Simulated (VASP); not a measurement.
Set up this calculation in VASP 6.6.1, as the native input.

```yaml
Task: single point
Functional: PBE
Potentials_or_basis: VASP PAW PBE potentials, release 64 (K_sv, Cd, P)
Cutoff: 500 eV
k_mesh: 12 × 12 × 12
Occupations: gaussian, width 0.1 eV
Spin: no spin polarisation
Dipole_correction: no
Further_INCAR_settings: ALGO = Normal; EDIFF = 1e-06; NBANDS = 30
```

The structure of KCd2P2 lies in POSCAR:

```
KCd2P2
1.0
   -2.2399962579      2.2399962579      5.9680561079
    2.2399962579     -2.2399962579      5.9680561079
    2.2399962579      2.2399962579     -5.9680561079
K Cd P
1 2 2
Direct
    0.0000000000      0.0000000000      0.0000000000
    0.2500000000      0.7500000000      0.5000000000
    0.7500000000      0.2500000000      0.5000000000
    0.6197284340      0.6197284340      0.0000000000
    0.3802715660      0.3802715660      0.0000000000
```

The cell was generated, and may not be a known phase.

The input as run:

INCAR

```
SYSTEM = KCd2P2
PREC = Accurate
ENCUT = 500
EDIFF = 1E-6
ISMEAR = 0
SIGMA = 0.1
LREAL = .False.
LASPH = .True.
NELM = 120
ALGO = Normal
ISIF = 2
LWAVE = .False.
LCHARG = .True.
GGA = PE
LELF = .True.
LVHAR = .True.
NBANDS = 30
GGA_COMPAT = .False.
```

KPOINTS

```
regular mesh
0
Gamma
  12 12 12
  0 0 0
```

Potentials or basis: VASP PAW PBE potentials, release 64 (K_sv, Cd, P).

Run with:

```sh
$ cat potpaw_PBE.64/K_sv/POTCAR potpaw_PBE.64/Cd/POTCAR potpaw_PBE.64/P/POTCAR > POTCAR
$ mpirun -np 1 vasp_std > vasp.out
```

Results of the run:

The pressure is 0.2 GPa. The largest force is 0.026 eV/Å and the band gap on the k mesh is zero (an odd number of electrons rules out a gap without spin polarisation).

It took 13 min on 1 thread of AMD EPYC 7R13 Processor (Zen 3), on a shared host, peak memory 0.68 GiB.
